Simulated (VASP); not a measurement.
# CdS (Hawleyite) (F-43m) in VASP: further runs

Runs on CdS (Hawleyite). Level: r2SCAN+rVV10. Tasks: single point.

Everything below comes from runs of VASP 6.6.1. Logs are shortened: lines on timing, memory, paths and dates and some standing lists are left out, and cuts for length are marked.

## Step 1: The cell of the first run

The structure is cubic, space group F-43m (No. 216). The conventional cell has a = 5.714 Å, b = 5.714 Å, c = 5.714 Å, α = 90.00°, β = 90.00°, γ = 90.00°. Within 3.3 Å of Cd (site symmetry -43m) lie 4 S at 2.47 Å. S (site symmetry -43m) has 4 Cd at 2.47 Å within 3.3 Å.

## Step 2: Single point, r2SCAN+rVV10

File POSCAR:

```
CdS
1.0
    0.0000000000      2.8569628861      2.8569628861
    2.8569628861      0.0000000000      2.8569628861
    2.8569628861      2.8569628861      0.0000000000
Cd S
1 1
Direct
    0.0000000000      0.0000000000      0.0000000000
    0.7500000000      0.7500000000      0.7500000000
```

File INCAR.step1:

```
PREC = Accurate
ENCUT = 520
ISMEAR = -1
SIGMA = 0.05
LREAL = F
LASPH = T
NELM = 80
NBANDS = 16
GGA = PE
ALGO = Normal
EDIFF = 1E-4
LWAVE = T
LCHARG = F
```

File INCAR.step2:

```
PREC = Accurate
ENCUT = 520
EDIFF = 1E-7
ISMEAR = -1
SIGMA = 0.05
LREAL = F
LASPH = T
NELM = 80
ALGO = Normal
ISIF = 2
LWAVE = F
LCHARG = F
METAGGA = R2SCAN
LMIXTAU = T
LUSE_VDW = T
IVDW_NL = 2
BPARAM = 11.95
CPARAM = 0.0093
NBANDS = 16
ISTART = 1
```

File KPOINTS:

```
regular mesh
0
Gamma
  8 8 8
```

Potentials or basis: VASP PAW PBE potentials, release 64 (Cd, S).

Command:

```console
cat potpaw_PBE.64/Cd/POTCAR potpaw_PBE.64/S/POTCAR > POTCAR
cp INCAR.step1 INCAR
mpirun -np 1 vasp_std > vasp.out
cp INCAR.step2 INCAR
mpirun -np 1 vasp_std > vasp.out
```

OUTCAR:

```text
PREC = Accurate
   ENCUT = 520
   EDIFF = 1E-7
   ISMEAR = -1
   LREAL = F
   LASPH = T
   NELM = 80
   ISIF = 2
   METAGGA = R2SCAN
   IVDW_NL = 2
   BPARAM = 11.95
   ISTART = 1

 ion  position               nearest neighbor table
   1  0.000  0.000  0.000-   2 2.47   2 2.47   2 2.47   2 2.47
   2  0.750  0.750  0.750-   1 2.47   1 2.47   1 2.47   1 2.47

  LATTYP: Found a face centered cubic cell.
 ALAT       =     5.7139257722

  Lattice vectors:

 A1 = (   0.0000000000,   2.8569628861,   2.8569628861)
 A2 = (   2.8569628861,   0.0000000000,   2.8569628861)
 A3 = (   2.8569628861,   2.8569628861,   0.0000000000)

Analysis of symmetry for initial positions (statically):
=====================================================================
 Subroutine PRICEL returns:
 Original cell was already a primitive cell.

 Routine SETGRP: Setting up the symmetry group for a
 face centered cubic supercell.

 Subroutine GETGRP returns: Found 24 space group operations
 (whereof 24 operations were pure point group operations)
 out of a pool of 48 trial point group operations.

The static configuration has the point symmetry T_d .

Analysis of symmetry for dynamics (positions and initial velocities):
=====================================================================
 Subroutine PRICEL returns:
 Original cell was already a primitive cell.

 Routine SETGRP: Setting up the symmetry group for a
 face centered cubic supercell.

 Subroutine GETGRP returns: Found 24 space group operations
 (whereof 24 operations were pure point group operations)
 out of a pool of 48 trial point group operations.

The dynamic configuration has the point symmetry T_d .

 Subroutine INISYM returns: Found 24 space group operations
 (whereof 24 operations are pure point group operations),
 and found     1 'primitive' translations

----------------------------------------------------------------------------------------

                                     Primitive cell

  volume of cell :      46.6384

  direct lattice vectors                    reciprocal lattice vectors
     0.000000000  2.856962886  2.856962886    -0.175011024  0.175011024  0.175011024
     2.856962886  0.000000000  2.856962886     0.175011024 -0.175011024  0.175011024
     2.856962886  2.856962886  0.000000000     0.175011024  0.175011024 -0.175011024

  length of vectors
     4.040355661  4.040355661  4.040355661     0.303127985  0.303127985  0.303127985

  position of ions in fractional coordinates (direct lattice)
     0.000000000  0.000000000  0.000000000
     0.750000000  0.750000000  0.750000000

  ion indices of the primitive-cell ions
   primitive index   ion index
                 1           1
                 2           2

----------------------------------------------------------------------------------------

 KPOINTS: regular mesh

Automatic generation of k-mesh.
 Grid dimensions read from file:
 generate k-points for:    8    8    8

 Generating k-lattice:

  Cartesian coordinates                     Fractional coordinates (reciprocal lattice)
    -0.021876378  0.021876378  0.021876378     0.125000000  0.000000000  0.000000000
     0.021876378 -0.021876378  0.021876378     0.000000000  0.125000000  0.000000000
     0.021876378  0.021876378 -0.021876378     0.000000000  0.000000000  0.125000000

  Length of vectors
     0.037890998  0.037890998  0.037890998

  Shift w.r.t. Gamma in fractional coordinates (k-lattice)
     0.000000000  0.000000000  0.000000000

 Subroutine IBZKPT returns following result:
 ===========================================

 Found     29 irreducible k-points:

 Following reciprocal coordinates:
            Coordinates               Weight
  0.000000  0.000000  0.000000      1.000000
  0.125000  0.000000  0.000000      8.000000
  0.250000  0.000000  0.000000      8.000000
  0.375000  0.000000  0.000000      8.000000
  0.500000  0.000000  0.000000      4.000000
  0.125000  0.125000  0.000000      6.000000
[... 16 lines left out ...]
  0.500000  0.250000  0.125000     48.000000
 -0.375000  0.250000  0.125000     24.000000
 [... further k-points ...]
   k-points           NKPTS =     29   k-points in BZ     NKDIM =     29   number of bands    NBANDS=     16
   number of dos      NEDOS =    301   number of ions     NIONS =      2
   total plane-waves  NPLWV =  27000
   dimension x,y,z NGX =    30 NGY =   30 NGZ =   30
   dimension x,y,z NGXF=    60 NGYF=   60 NGZF=   60
   ions per type =               1   1
   NGX,Y,Z   is equivalent  to a cutoff of  12.34, 12.34, 12.34 a.u.
   NGXF,Y,Z  is equivalent  to a cutoff of  24.69, 24.69, 24.69 a.u.
 SYSTEM =  unknown system
   PREC   = accura    normal or accurate (medium, high low for compatibility)
   ISTART =      1    job   : 0-new  1-cont  2-samecut
   ICHARG =      0    charge: 1-file 2-atom 10-const
   ISPIN  =      1    spin polarized calculation?
   LNONCOLLINEAR =      F non collinear calculations
   LSORBIT =      F    spin-orbit coupling
   LASPH  =      T    aspherical Exc in radial PAW
   ENCUT  =  520.0 eV  38.22 Ry    6.18 a.u.   7.51  7.51  7.51*2*pi/ulx,y,z
   NELM   =     80;   NELMIN=  2; NELMDL=  0     # of ELM steps
   EDIFF  = 0.1E-06   stopping-criterion for ELM
   LREAL  =      F    real-space projection
   EDIFFG = 0.1E-05   stopping-criterion for IOM
   NSW    =      0    number of steps for IOM
   IBRION =     -1    ionic relax: 0-MD 1-quasi-New 2-CG
   NFREE  =      0    steps in history (QN), initial steepest desc. (CG)
   ISIF   =      2    stress and relaxation
   ISYM   =      2    0-nonsym 1-usesym 2-fastsym
   POTIM  = 0.5000    time-step for ionic-motion
   TEBEG  =    0.0;   TEEND  =   0.0 temperature during run
   PSTRESS=    0.0 pullay stress
   NELECT =      18.0000    total number of electrons
   NUPDOWN=      -1.0000    fix difference up-down
   EMIN   =  10.00;   EMAX   =-10.00  energy-range for DOS
   EFERMI =   0.00;   METHOD = LEGACY
   ISMEAR =    -1;   SIGMA  =   0.05  broadening in eV -4-tet -1-fermi 0-gaus
   EFERMI_NEDOS =   21; number of points for ismear=-14 and -15
   IALGO  =     38    algorithm
   IMIX   =      4    mixing-type and parameters
     AMIX     =   0.40;   BMIX     =  1.00
     AMIX_MAG =   1.60;   BMIX_MAG =  1.00
  volume/ion in A,a.u.               =      23.32       157.37
  Fermi-wavevector in a.u.,A,eV,Ry     =   1.191931  2.252423 19.329786  1.420699
  Thomas-Fermi vector in A             =   2.327981
   LORBIT       =      0    0 simple, 1 ext, 2 COOP (PROOUT), +10 PAW based schemes
   METAGGA = R2SCAN    functional components
   LHFCALC =     F    Hartree Fock is set to
   AEXX    =    0.0000 exact exchange contribution
   IVDW_NL    =     2    kernel type
   BPARAM     =11.9500
   IVDW    =     0    specifies the selected vdW correction
   LEPSILON=     F    determine dielectric tensor
   LRPA    =     F    only Hartree local field effects (RPA)
 non-spin polarized calculation
  energy-cutoff  :      520.00
  volume of cell :       46.64
 maximum number of plane-waves:      1283
   NGX = 15   NGY = 15   NGZ = 15

 number of electron      18.0000004 magnetization

 Free energy of the ion-electron system (eV)
  ---------------------------------------------------
  ext. energy  EPLUGINS =         0.00000000
  ---------------------------------------------------
  free energy    TOTEN  =       -29.05515067 eV

  energy without entropy =      -29.05515067  energy(sigma->0) =      -29.05515067

 E-fermi :   2.4676     XC(G=0): -10.1186

 val. band max:        1.5994546962   @ k =   0.0000   0.0000   0.0000
 cond. band min:       3.2720669971   @ k =   0.0000   0.0000   0.0000
 fundamental gap:      1.6726123009
 Fermi energy:         2.4675516292

 k-point     1 :       0.0000    0.0000    0.0000
  band No.  band energies     occupation
      1     -11.7049      2.00000
      2      -6.6144      2.00000
      3      -6.6144      2.00000
      4      -6.6144      2.00000
      5      -6.0001      2.00000
      6      -6.0001      2.00000
[... 8 lines left out ...]
     15      13.6819      0.00000
     16      13.8322      0.00000

 k-point     2 :       0.1250    0.0000    0.0000
  band No.  band energies     occupation
      1     -11.6328      2.00000
      2      -6.5865      2.00000
      3      -6.5865      2.00000
      4      -6.5547      2.00000
      5      -6.0014      2.00000
      6      -6.0014      2.00000
[... 8 lines left out ...]
     15      13.0042      0.00000
     16      14.2757      0.00000

 k-point     3 :       0.2500    0.0000    0.0000
  band No.  band energies     occupation
      1     -11.4574      2.00000
      2      -6.5257      2.00000
      3      -6.5257      2.00000
      4      -6.3335      2.00000
      5      -5.9950      2.00000
      6      -5.9950      2.00000
[... 8 lines left out ...]
     15      12.7661      0.00000
     16      13.4362      0.00000

 k-point     4 :       0.3750    0.0000    0.0000
  band No.  band energies     occupation
      1     -11.2816      2.00000
      2      -6.4778      2.00000
      3      -6.4778      2.00000
      4      -5.9706      2.00000
      5      -5.9705      2.00000
      6      -5.9018      2.00000
[... 8 lines left out ...]
     15      13.7599      0.00000
     16      13.7599      0.00000
[... 324 lines left out ...]
 k-point    22 :       0.3750    0.2500    0.1250
  band No.  band energies     occupation
      1     -11.3284      2.00000
      2      -6.4634      2.00000
      3      -6.4280      2.00000
      4      -6.2464      2.00000
      5      -5.9987      2.00000
      6      -5.9318      2.00000
[... 8 lines left out ...]
     15      14.3211      0.00000
     16      16.1539      0.00000

 k-point    23 :       0.5000    0.2500    0.1250
  band No.  band energies     occupation
      1     -11.1903      2.00000
      2      -6.4155      2.00000
      3      -6.3838      2.00000
      4      -6.0936      2.00000
      5      -5.9598      2.00000
      6      -5.6840      2.00000
[... 8 lines left out ...]
     15      15.2608      0.00000
     16      15.5559      0.00000

 k-point    24 :      -0.3750    0.2500    0.1250
  band No.  band energies     occupation
      1     -11.1339      2.00000
      2      -6.4086      2.00000
      3      -6.3621      2.00000
      4      -6.0364      2.00000
      5      -5.9684      2.00000
      6      -5.4210      2.00000
[... 8 lines left out ...]
     15      14.5869      0.00000
     16      15.6388      0.00000

 [... further k-points ...]
[... 5 lines left out ...]
  --------------------------------------------------------------------------------------
  -------------------------------------------------------------------------------------
  Total        1.6807049      1.6807049      1.6807049     -0.0000000      0.0000000      0.0000000
  in kB       57.7375368     57.7375368     57.7375368     -0.0000000      0.0000000      0.0000000
  external PRESSURE =      57.7375368 kB  Pullay stress =       0.0000000 kB

 VOLUME and BASIS-vectors are now :
 -----------------------------------------------------------------------------
  energy-cutoff  :      520.00
  volume of cell :       46.64
      direct lattice vectors                 reciprocal lattice vectors
     0.000000000  2.856962886  2.856962886    -0.175011024  0.175011024  0.175011024
     2.856962886  0.000000000  2.856962886     0.175011024 -0.175011024  0.175011024
     2.856962886  2.856962886  0.000000000     0.175011024  0.175011024 -0.175011024

 POSITION                                       TOTAL-FORCE (eV/Angst)
 -----------------------------------------------------------------------------------
      0.00000      0.00000      0.00000         0.000000      0.000000      0.000000
      4.28544      4.28544      4.28544        -0.000000     -0.000000     -0.000000
 -----------------------------------------------------------------------------------
    total drift:                                0.000005      0.000005      0.000005

  FREE ENERGIE OF THE ION-ELECTRON SYSTEM (eV)
  ---------------------------------------------------
  free  energy   TOTEN  =       -29.0551506716 eV

  energy  without entropy=      -29.0551506708  energy(sigma->0) =      -29.05515067
```

It took 64 s on 1 thread of Intel Xeon 6975P-C (Granite Rapids), shared host; peak memory 0.29 GiB.

What came out:

* Free energy: -29.0552 eV
* Pressure: 5.8 GPa
* Band gap on the k mesh: 1.67 eV, direct

Levels at points of the mesh, in eV from the valence-band top:
| k point | band 7 | band 8 | band 9 | band 10 | band 11 | band 12 |
| --- | --- | --- | --- | --- | --- | --- |
| (0.00, 0.00, 0.00) | 0.00 | 0.00 | 0.00 | 1.67 | 7.02 | 7.02 |
| (0.50, 0.00, 0.00) | -4.90 | -0.87 | -0.87 | 3.52 | 7.43 | 7.43 |
| (0.50, 0.50, 0.00) | -4.29 | -2.17 | -2.17 | 3.66 | 4.77 | 10.04 |

Caveat: the PAW data sets were made with another functional, which shifts forces and pressure a little.

## Step 3: Single point, r2SCAN+rVV10

This run uses another cell than the first one, of 23.82 Å³/atom, 1.021 times its volume.

File POSCAR:

```
CdS
1.0
    0.0000000000      2.8770830059      2.8770830059
    2.8770830059      0.0000000000      2.8770830059
    2.8770830059      2.8770830059      0.0000000000
Cd S
1 1
Direct
    0.0000000000      0.0000000000      0.0000000000
    0.7500000000      0.7500000000      0.7500000000
```

File INCAR.step1:

```
ALGO = Normal
EDIFF = 1E-4
ENCUT = 520
GGA = PE
ISMEAR = -1
LASPH = T
LCHARG = F
LREAL = F
LWAVE = T
NBANDS = 16
NELM = 80
PREC = Accurate
SIGMA = 0.05
```

File INCAR.step2:

```
ALGO = Normal
BPARAM = 11.95
CPARAM = 0.0093
EDIFF = 1E-7
ENCUT = 520
ISIF = 2
ISMEAR = -1
ISTART = 1
IVDW_NL = 2
LASPH = T
LCHARG = F
LMIXTAU = T
LREAL = F
LUSE_VDW = T
LWAVE = F
METAGGA = R2SCAN
NBANDS = 16
NELM = 80
PREC = Accurate
SIGMA = 0.05
```

File KPOINTS:

```
k-points
0
Gamma
  8 8 8
```

Potentials or basis: VASP PAW PBE potentials, release 64 (Cd, S).

Command:

```console
cat potpaw_PBE.64/Cd/POTCAR potpaw_PBE.64/S/POTCAR > POTCAR
cp INCAR.step1 INCAR
mpirun -np 1 vasp_std > vasp.out
cp INCAR.step2 INCAR
mpirun -np 1 vasp_std > vasp.out
```

OUTCAR:

```text
BPARAM = 11.95
   EDIFF = 1E-7
   ENCUT = 520
   ISIF = 2
   ISMEAR = -1
   ISTART = 1
   IVDW_NL = 2
   LASPH = T
   LREAL = F
   METAGGA = R2SCAN
   NELM = 80
   PREC = Accurate

 ion  position               nearest neighbor table
   1  0.000  0.000  0.000-   2 2.49   2 2.49   2 2.49   2 2.49
   2  0.750  0.750  0.750-   1 2.49   1 2.49   1 2.49   1 2.49

  LATTYP: Found a face centered cubic cell.
 ALAT       =     5.7541660118

  Lattice vectors:

 A1 = (   0.0000000000,   2.8770830059,   2.8770830059)
[... 626 lines left out ...]
      3      -6.4778      2.00000
      4      -6.1701      2.00000
      5      -6.1070      2.00000
      6      -5.5859      2.00000
[... 8 lines left out ...]
     15      14.3356      0.00000
     16      15.3664      0.00000

 [... further k-points ...]
[... 5 lines left out ...]
  --------------------------------------------------------------------------------------
  -------------------------------------------------------------------------------------
  Total        1.1906800      1.1906800      1.1906800      0.0000000      0.0000000      0.0000000
  in kB       40.0514711     40.0514711     40.0514711      0.0000000      0.0000000      0.0000000
  external PRESSURE =      40.0514711 kB  Pullay stress =       0.0000000 kB

 VOLUME and BASIS-vectors are now :
 -----------------------------------------------------------------------------
  energy-cutoff  :      520.00
  volume of cell :       47.63
      direct lattice vectors                 reciprocal lattice vectors
     0.000000000  2.877083006  2.877083006    -0.173787131  0.173787131  0.173787131
     2.877083006  0.000000000  2.877083006     0.173787131 -0.173787131  0.173787131
     2.877083006  2.877083006  0.000000000     0.173787131  0.173787131 -0.173787131

 POSITION                                       TOTAL-FORCE (eV/Angst)
 -----------------------------------------------------------------------------------
      0.00000      0.00000      0.00000        -0.000000     -0.000000     -0.000000
      4.31562      4.31562      4.31562         0.000000      0.000000      0.000000
 -----------------------------------------------------------------------------------
    total drift:                                0.000003      0.000003      0.000003

  FREE ENERGIE OF THE ION-ELECTRON SYSTEM (eV)
  ---------------------------------------------------
  free  energy   TOTEN  =       -29.0854868451 eV

  energy  without entropy=      -29.0854868438  energy(sigma->0) =      -29.08548684
```

OSZICAR.step1:

```text
N       E                     dE             d eps       ncg     rms          rms(c)
DAV:   1     0.109441075056E+03    0.10944E+03   -0.91255E+03   952   0.104E+03
DAV:   2    -0.248407486501E+01   -0.11193E+03   -0.10542E+03  1112   0.255E+02
DAV:   3    -0.657817730160E+01   -0.40941E+01   -0.40869E+01  1176   0.511E+01
DAV:   4    -0.660312677876E+01   -0.24949E-01   -0.24947E-01  1160   0.385E+00
DAV:   5    -0.660345684769E+01   -0.33007E-03   -0.33006E-03  1160   0.418E-01    0.890E+00
DAV:   6    -0.608377148717E+01    0.51969E+00   -0.81681E-01  1360   0.119E+01    0.701E+00
DAV:   7    -0.606282482660E+01    0.20947E-01   -0.21159E-01  1168   0.316E+00    0.330E+00
DAV:   8    -0.606312459562E+01   -0.29977E-03   -0.20263E-02  1120   0.184E+00    0.347E-01
DAV:   9    -0.606302399777E+01    0.10060E-03   -0.23702E-03  1120   0.753E-01    0.588E-02
DAV:  10    -0.606312165058E+01   -0.97653E-04   -0.24890E-04  1128   0.178E-01
   1 F= -.60631217E+01 E0= -.60631216E+01  d E =-.496312E-07
```

Wall time 60 s (1 thread of Intel Xeon 6975P-C (Granite Rapids), shared host); peak memory 0.29 GiB.

Results:

```yaml
Free_energy: -29.0855 eV
Pressure: 4.0 GPa
Band_gap_on_the_k_mesh: 1.63 eV, direct
```

Caveat: the PAW data sets were made with another functional, which shifts forces and pressure a little.

[end of part 1 of 2]
